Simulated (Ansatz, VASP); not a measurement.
## Two plane-wave programs on MgI2

File POSCAR:

```
MgI2
1.0
    4.3420238411      0.0000000000      0.0000000000
   -2.1710119205      3.5997539252      0.0000000000
    0.0000000000      0.0000000000      6.8756120274
Mg I
1 2
Direct
    0.0000000000      0.0000000000      0.0000000000
    0.3332380080      0.6664760160      0.2388022094
    0.6667619920      0.3335239840      0.7611977906
```

Contents of INCAR.step1:

```
SYSTEM = MgI2
ALGO = Normal ; EDIFF = 1E-4
ENCUT = 520 ; GGA = PE
ISMEAR = 0 ; LASPH = .True.
LCHARG = .False. ; LREAL = .False.
LWAVE = .True. ; NBANDS = 15
NELM = 100 ; PREC = Accurate
SIGMA = 0.01
```

The input INCAR.step2:

```
SYSTEM = MgI2
ALGO = Normal ; EDIFF = 1E-6
ENCUT = 520 ; ISIF = 2
ISMEAR = 0 ; ISTART = 1
LASPH = .True. ; LCHARG = .False.
LMIXTAU = .True. ; LREAL = .False.
LWAVE = .False. ; METAGGA = R2SCAN
NBANDS = 15 ; NELM = 100
PREC = Accurate ; SIGMA = 0.01
```

Contents of KPOINTS:

```
k-points
0
Gamma
  12 12 4
  0 0 0
```

Input for Ansatz:

```yaml
crystal:
  lattice:
    - [4.3420238411, 0.0, 0.0]
    - [-2.1710119205, 3.5997539252, 0.0]
    - [0.0, 0.0, 6.8756120274]
  atoms:
    - { symbol: Mg, position: [0.0, 0.0, 0.0] }
    - { symbol: I, position: [0.333238008, 0.666476016, 0.2388022094] }
    - { symbol: I, position: [0.666761992, 0.333523984, 0.7611977906] }
kpoints:
  mp_grid: { grid: [12, 12, 4] }
  band_path:
    path:
      - [0.0, 0.0, 0.0]
      - [0.5, 0.0, 0.0]
      - [0.3333333333, 0.3333333333, 0.0]
      - [0.0, 0.0, 0.5]
      - [0.5, 0.0, 0.5]
      - [0.3333333333, 0.3333333333, 0.5]
      - [0.0, 0.46875, 0.278646]
    npoints: 1
hamiltonian:
  xc: r2scan
scf:
  occupations: { method: fixed }
  n_extra_bands: 4
output:
  forces: true
  stress: true
  eigenvalues: true
  write_density: true
  write_potential: true
  elf: true
  volumetric_format: npy
```

Change from the starting cell: uniaxial_x strain +4.5%.

Alike in both runs: task single point; functional r2SCAN; k mesh 12 × 12 × 4; no spin polarisation.

|  | VASP | Ansatz |
| --- | --- | --- |
| version | VASP 6.6.1 | Ansatz 0.2.0 |
| potentials or method | VASP PAW PBE potentials, release 64 (Mg, I) | plane waves, PAW |
| plane-wave cutoff (eV) | 520 | 500 |
| occupations | gaussian, width 0.01 eV | fixed |
| valence electrons in the cell | 16 | 44 |

|  | VASP | Ansatz | Ansatz less VASP |
| --- | --- | --- | --- |
| gap on the k mesh at the Fermi level (eV) | 3.82 | 3.86 | +0.032 |
| pressure (GPa) | -0.4 | -0.3 | +0.11 |
| traceless stress, the component that is largest in VASP (GPa) | -0.98 | -0.98 | +0.003 |
| rms of the force components (eV/Å) | 0.020 | 0.012 | -0.0082 |

VASP's potentials were made for PBE, not for r2SCAN. Atom by atom the forces differ by 0.008 eV/Å (rms over components). VASP's potentials hold 16 valence electrons a cell and Ansatz's 44, so a difference there can come from the potentials and not from the codes.

Spin-orbit coupling is off throughout.
